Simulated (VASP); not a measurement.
# HfO2 (P1) in VASP: further runs, part 2 of 2

VASP 6.6.1. Earlier steps stand in the parts before.

## Step 3: Single point, PBE

Contents of INCAR:

```
SYSTEM = HfO2
PREC = Accurate
ENCUT = 520
EDIFF = 1E-6
ISMEAR = -1
SIGMA = 0.3
LREAL = .False.
LASPH = .True.
NELM = 80
ALGO = Normal
ISIF = 2
LWAVE = .False.
LCHARG = .False.
GGA = PE
NBANDS = 56
```

Contents of KPOINTS:

```
Automatic mesh
0
Gamma
  2 2 2
  0 0 0
```

Contents of POSCAR:

```
HfO2
1.0
    5.3589320000      0.0000000000      0.0000000000
    0.0000000000      5.3589320000      0.0000000000
    0.0000000000      0.0000000000      5.3589320000
Hf O
4 8
Direct
    0.0465204634      0.0871442295      0.0397653861
    0.4799836982      0.5424588332     -0.0462592173
    0.5012006124     -0.0961198985      0.4567141363
   -0.0261059480      0.4906388064      0.5452019171
    0.1513734453      0.3528688179      0.2243730654
    0.7154224013      0.7867239219      0.7304813720
    0.6593104745      0.4791626391      0.3695325860
    0.4480930155      0.2591187946      0.7914263514
    0.8657135414      0.2092954342      0.7443274145
    0.1997599522      0.8199394954      0.2495646521
    0.2482957425      0.7469212149      0.7685299981
    0.6942428081      0.0768250092      0.1727956242
```

Potentials or basis: VASP PAW PBE potentials, release 64 (Hf_pv, O).

On the command line:

```bash
> cat potpaw_PBE.64/Hf_pv/POTCAR potpaw_PBE.64/O/POTCAR > POTCAR
> mpirun -np 1 vasp_std > vasp.out
```

It took 64 s on 1 thread of AMD EPYC 7R43 (Zen 3), shared host; peak memory 0.22 GiB.

It converged, with:

```yaml
Free_energy: -114.0769 eV
Pressure: 4.5 GPa
Largest_force: 5.891 eV/Å
Band_gap_on_the_k_mesh: 3.11 eV, indirect (least direct gap 3.13 eV)
```

Forces in eV/Å, atoms in the order of the input:
```
Hf  -2.018 -3.660 -2.471
Hf   1.726  2.605  3.968
Hf   1.254  1.385  0.637
Hf   0.044  1.442 -0.392
O    1.471  2.436  2.067
O    1.370 -3.015  1.023
O   -1.366  3.494 -2.004
O   -3.572 -3.751 -2.806
O    2.387  2.089 -1.520
O    0.873 -0.862  1.293
O   -2.222  0.306 -1.797
O    0.053 -2.469  2.002
```

Stress tensor (GPa, compression positive):
```
 1.33 -0.32  9.01
-0.32  8.79  5.29
 9.01  5.29  3.26
```

Levels at points of the mesh, in eV from the valence-band top:
| k point | band 40 | band 41 | band 42 | band 43 | band 44 | band 45 | band 46 | band 47 | band 48 | band 49 |
| --- | --- | --- | --- | --- | --- | --- | --- | --- | --- | --- |
| (0.00, 0.00, 0.00) | -1.14 | -0.93 | -0.73 | -0.39 | -0.02 | 3.11 | 4.04 | 4.14 | 4.26 | 4.58 |
| (0.50, 0.00, 0.00) | -1.46 | -1.16 | -0.89 | -0.66 | 0.00 | 3.67 | 3.87 | 4.17 | 4.36 | 4.60 |
| (0.00, 0.50, 0.00) | -1.22 | -1.01 | -0.74 | -0.64 | -0.33 | 3.67 | 4.15 | 4.40 | 4.44 | 4.82 |
| (0.00, 0.00, 0.50) | -1.26 | -0.95 | -0.73 | -0.56 | -0.27 | 3.66 | 3.93 | 4.22 | 4.45 | 4.61 |
| (0.50, 0.50, 0.00) | -1.42 | -1.20 | -0.96 | -0.70 | -0.60 | 3.74 | 3.92 | 4.18 | 4.58 | 4.78 |
| (0.00, 0.50, 0.50) | -1.38 | -1.34 | -0.80 | -0.33 | -0.19 | 3.47 | 3.86 | 4.12 | 4.35 | 4.72 |
| (0.50, 0.00, 0.50) | -1.39 | -1.34 | -0.95 | -0.71 | -0.52 | 3.78 | 3.97 | 4.13 | 4.38 | 4.68 |
| (0.50, 0.50, 0.50) | -1.50 | -1.42 | -1.22 | -0.76 | -0.25 | 3.51 | 3.92 | 4.14 | 4.34 | 4.48 |

Caveat: the k points lie up to 0.59 Å⁻¹ apart; spin-orbit coupling is left out, which moves the levels of the heavy elements; forces of over 1 eV/Å act on the atoms, so gaps and moduli don't describe the material at rest. A k mesh can miss the band edges.

## Step 4: Single point, PBE

Contents of INCAR:

```
SYSTEM = HfO2
PREC     = Accurate       ! precision mode
ENCUT    = 520            ! plane-wave cutoff, eV
EDIFF    = 1E-7           ! SCF threshold, eV
ISMEAR   = -1             ! smearing method
SIGMA    = 0.3            ! smearing width, eV
LREAL    = .FALSE.        ! projectors in reciprocal space
LASPH    = .TRUE.         ! aspherical terms in the spheres
NELM     = 100            ! most SCF steps
ALGO     = Normal         ! electronic algorithm
ISIF     = 2              ! what is computed and relaxed
LWAVE    = .FALSE.        ! write WAVECAR
LCHARG   = .FALSE.        ! write CHGCAR
GGA      = PE             ! functional
NBANDS   = 56             ! bands
```

Contents of KPOINTS:

```
regular mesh
0
G
  2 2 2
  0 0 0
```

Contents of POSCAR:

```
HfO2
1.0
    5.3589320000      0.0000000000      0.0000000000
    0.0000000000      5.3589320000      0.0000000000
    0.0000000000      0.0000000000      5.3589320000
Hf O
4 8
Direct
    0.0472482204      0.0547683755      0.0318347014
    0.4477384673      0.5609326634     -0.0255647954
    0.5436717615     -0.1121865327      0.4481863177
   -0.0236054497      0.5286501116      0.5396970889
    0.1399905802      0.3819044541      0.2153414150
    0.7069692245      0.7084247384      0.7155903452
    0.6495137464      0.5462095806      0.3049674823
    0.3999490943      0.2479785151      0.7911464449
    0.8268998375      0.2217792650      0.7264320577
    0.2017566187      0.8469224838      0.3254939604
    0.1921838157      0.7036849880      0.8417722039
    0.7146759839     -0.0156374442      0.1443944428
```

On the command line:

```bash
> cat potpaw_PBE.64/Hf_pv/POTCAR potpaw_PBE.64/O/POTCAR > POTCAR
> mpirun -np 1 vasp_std > vasp.out
```

Wall time 75 s (1 thread of AMD EPYC 7R43 (Zen 3), shared host); peak memory 0.22 GiB.

It converged, with:

```
Free energy            : -115.1965 eV
Pressure               : 6.1 GPa
Largest force          : 10.399 eV/Å
Band gap on the k mesh : 2.34 eV, indirect (least direct gap 2.66 eV)
```

Forces on the atoms (eV/Å):
```
Hf   0.532  2.564 -2.232
Hf   6.845 -7.188  3.102
Hf  -0.152  3.136  0.929
Hf   0.471 -3.844 -0.220
O   -0.251 -1.533  0.066
O   -0.455  0.688  2.322
O    0.400  0.390  0.453
O   -2.499 -0.563  0.117
O    3.510  0.375 -1.038
O   -0.413 -0.237  0.159
O   -7.337  5.813 -4.505
O   -0.650  0.400  0.849
```

Stress tensor (GPa, compression positive):
```
 13.52 -12.25   6.98
-12.25   1.53  -5.96
  6.98  -5.96   3.24
```

Levels at points of the mesh, in eV from the valence-band top:
```
           k point  band 41  band 42  band 43  band 44  band 45  band 46  band 47  band 48
(0.00, 0.00, 0.00)    -1.64    -1.49    -1.43    -0.07     2.70     2.93     3.38     3.57
(0.50, 0.00, 0.00)    -1.80    -1.50    -1.42    -1.05     2.78     3.12     3.36     3.77
(0.00, 0.50, 0.00)    -2.07    -1.78    -1.51     0.00     2.94     3.15     3.66     3.73
(0.00, 0.00, 0.50)    -1.82    -1.71    -1.26    -0.01     2.92     3.31     3.41     3.83
(0.50, 0.50, 0.00)    -1.92    -1.84    -1.57    -1.18     2.67     2.89     3.61     3.84
(0.00, 0.50, 0.50)    -2.12    -1.58    -1.57    -0.03     2.63     3.25     3.45     3.65
(0.50, 0.00, 0.50)    -1.76    -1.60    -1.44    -1.11     2.90     3.04     3.36     3.62
(0.50, 0.50, 0.50)    -2.03    -1.69    -1.40    -1.11     2.34     2.76     3.27     3.84
```

Caveat: the k points lie up to 0.59 Å⁻¹ apart; spin-orbit coupling is left out, which moves the levels of the heavy elements; forces of over 1 eV/Å act on the atoms, so gaps and moduli don't describe the material at rest. As with any semilocal functional, this PBE gap is likely too small.

## Step 5: Single point, PBE

Contents of INCAR:

```
PREC = Accurate
ENCUT = 520
EDIFF = 1E-6
ISMEAR = -1
SIGMA = 0.3
LREAL = False
LASPH = True
NELM = 100
ALGO = Normal
ISIF = 2
LWAVE = False
LCHARG = True
GGA = PE
LELF = True
LVHAR = True
NBANDS = 56
```

Contents of KPOINTS:

```
regular mesh
0
Gamma
  2 2 2
```

Contents of POSCAR:

```
HfO2
1.0
    5.3589320000      0.0000000000      0.0000000000
    0.0000000000      5.3589320000      0.0000000000
    0.0000000000      0.0000000000      5.3589320000
Hf O
4 8
Direct
    0.0119426781     -0.0143312138     -0.0266471006
    0.5060709858      0.4719223905      0.0376194361
    0.4724822035     -0.0046651086      0.5011632915
   -0.0253781910      0.5397157493      0.4597744476
    0.2656686071      0.3034000058      0.3494352979
    0.8003087182      0.7455590032      0.8608991493
    0.7049538975      0.7917622392      0.3148015313
    0.3387242085      0.2004503882      0.8425186212
    0.9184852504      0.2777978896      0.7068759223
    0.2372301048      0.7868172240      0.2762117526
    0.3157345531      0.6942614685      0.7770764772
    0.8080714590      0.2819031852      0.1856526636
```

On the command line:

```bash
> cat potpaw_PBE.64/Hf_pv/POTCAR potpaw_PBE.64/O/POTCAR > POTCAR
> mpirun -np 1 vasp_std > vasp.out
```

Run time: 74 s. Hardware: 1 thread of AMD EPYC 7R43 (Zen 3), shared host; peak memory 0.22 GiB.

Results (log left out):

```
Free energy            : -116.9582 eV
Pressure               : -10.3 GPa
Largest force          : 4.921 eV/Å
Band gap on the k mesh : 3.15 eV, indirect (least direct gap 3.44 eV)
```

Forces on the atoms (eV/Å):
```
Hf   2.718  3.780  1.594
Hf  -1.293  0.896 -0.487
Hf  -2.358  0.611  1.906
Hf   1.294 -1.460  1.164
O    2.449 -0.286 -1.115
O   -1.802 -2.104 -2.531
O    1.720 -1.409  0.294
O    2.026 -1.200  0.430
O   -2.098 -1.527  0.040
O   -1.136  0.582 -0.454
O   -0.769  1.676 -1.374
O   -0.751  0.443  0.534
```

Stress tensor (GPa, compression positive):
```
 -5.98   1.77   2.29
  1.77 -15.23   3.07
  2.29   3.07  -9.71
```

Levels at points of the mesh, in eV from the valence-band top:
```csv
k point,band 42,band 43,band 44,band 45,band 46,band 47
"(0.00, 0.00, 0.00)",-0.50,-0.30,-0.10,3.34,4.01,4.16
"(0.50, 0.00, 0.00)",-0.73,-0.35,-0.12,3.54,3.77,4.23
"(0.00, 0.50, 0.00)",-0.61,-0.32,-0.24,3.58,4.15,4.33
"(0.00, 0.00, 0.50)",-0.83,-0.62,0.00,3.60,3.90,4.12
"(0.50, 0.50, 0.00)",-0.88,-0.71,-0.42,3.15,3.90,4.07
"(0.00, 0.50, 0.50)",-1.02,-0.63,-0.21,3.23,3.97,4.29
"(0.50, 0.00, 0.50)",-0.86,-0.72,-0.21,3.35,3.88,4.12
"(0.50, 0.50, 0.50)",-1.17,-0.87,-0.53,3.25,3.85,4.03
```

Caveat: the k points lie up to 0.59 Å⁻¹ apart; spin-orbit coupling is left out, which moves the levels of the heavy elements; forces of over 1 eV/Å act on the atoms, so gaps and moduli don't describe the material at rest. PBE gaps usually lie below the measured ones, often by a third to a half.
